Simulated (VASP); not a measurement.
# Li2O: single point with PBEsol

Crystal: Li2O.

```
Li O
1.0
     0.00000    2.28993    2.27849
     2.28993    0.00000    2.27849
     2.28993    2.28993    0.00000
Li O
2 1
Direct
  0.25000 0.25000 0.25000
  0.75000 0.75000 0.75000
  0.00000 0.00000 0.00000
```

This cell differs from its parent crystal: z stretched by -0.5 %, x and y held.

```yaml
Program: VASP 6.6.1
Task: single point
Functional: PBEsol
Potentials_or_basis: VASP PAW PBE potentials, release 64 (Li_sv, O)
Cutoff: 750 eV
k_mesh: 8 × 8 × 8
Occupations: gaussian, width 0.01 eV
Spin: no spin polarisation
```

The pressure is 0.5 GPa and the band gap on the k mesh is 4.86 eV, indirect (least direct gap 5.37 eV).

Stress tensor (GPa, compression positive):
```
0.22 0.00 0.00
0.00 0.22 0.00
0.00 0.00 1.17
```

Levels at points of the mesh, in eV from the valence-band top:
```
           k point  band 3  band 4  band 5  band 6  band 7  band 8  band 9  band 10
(0.00, 0.00, 0.00)  -15.41   -0.02   -0.02    0.00    5.37   11.93   11.98    11.98
(0.50, 0.00, 0.00)  -15.18   -2.90   -0.49   -0.46    9.28   10.02   12.05    12.12
(0.50, 0.50, 0.00)  -15.13   -1.64   -1.48   -1.48    4.86   13.68   13.68    15.08
(0.50, 0.00, 0.50)  -15.14   -1.65   -1.46   -1.45    4.87   13.64   13.75    14.99
```

Run time: 16 s on 1 thread of Intel(R) Xeon(R) 6975P-C (Granite Rapids), on a shared host, peak memory 0.17 GiB.

Caveat: the cell differs from its parent crystal (z stretched by -0.5 %, x and y held); the PAW data sets were made with another functional, which shifts forces and pressure a little. A k mesh can miss the band edges.
